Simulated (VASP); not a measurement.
Write the native input for VASP 6.6.1 that does the following.

```
Task                   : single point
Functional             : r2SCAN
Potentials or basis    : VASP PAW PBE potentials, release 64 (Rb_sv, Br)
Cutoff                 : 520 eV
k mesh                 : 6 × 6 × 6
Occupations            : gaussian, width 0.05 eV
Spin                   : no spin polarisation
Dipole correction      : no
Further INCAR settings : ALGO = Normal; EDIFF = 1e-06; NBANDS = 15
```

Crystal: RbBr.

```
CELL_PARAMETERS angstrom
0.00000 3.32468 3.32468
3.32468 0.00000 3.32468
3.32468 3.32468 0.00000
ATOMIC_POSITIONS crystal
Rb 0.00000 0.00000 0.00000
Br 0.50000 0.50000 0.50000
```

This cell differs from its parent crystal: strain -0.030 along x and y, -0.030 along z.

These files were run (other wordings do the same):

POSCAR

```
RbBr
1.0
    0.0000000000      3.3246750000      3.3246750000
    3.3246750000      0.0000000000      3.3246750000
    3.3246750000      3.3246750000      0.0000000000
Rb Br
1 1
Direct
    0.0000000000      0.0000000000      0.0000000000
    0.5000000000      0.5000000000      0.5000000000
```

INCAR.step1

```
PREC = Accurate ; ENCUT = 520
ISMEAR = 0 ; SIGMA = 0.05
LREAL = F ; LASPH = T
NELM = 60 ; NBANDS = 15
GGA = PE ; ALGO = Normal
EDIFF = 1E-4 ; LWAVE = T
LCHARG = F
```

INCAR.step2

```
PREC = Accurate ; ENCUT = 520
EDIFF = 1E-6 ; ISMEAR = 0
SIGMA = 0.05 ; LREAL = F
LASPH = T ; NELM = 60
ALGO = Normal ; ISIF = 2
LWAVE = F ; LCHARG = F
METAGGA = R2SCAN ; LMIXTAU = T
NBANDS = 15 ; ISTART = 1
```

KPOINTS

```
regular mesh
0
Gamma
  6 6 6
```

Potentials or basis: VASP PAW PBE potentials, release 64 (Rb_sv, Br).

Launch:

```sh
$ cat potpaw_PBE.64/Rb_sv/POTCAR potpaw_PBE.64/Br/POTCAR > POTCAR
$ cp INCAR.step1 INCAR
$ mpirun -np 1 vasp_std > vasp.out
$ cp INCAR.step2 INCAR
$ mpirun -np 1 vasp_std > vasp.out
```

Results of the run:

```json
{"Pressure": "2.3 GPa", "Band gap on the k mesh": "5.23 eV"}
```

Caveat: the cell differs from its parent crystal (strain -0.030 along x and y, -0.030 along z); the PAW data sets were made with another functional, which shifts forces and pressure a little.

It took 35 s on 1 thread of Intel(R) Xeon(R) Platinum 8488C (Sapphire Rapids), with other jobs on the host, peak memory 0.22 GiB.
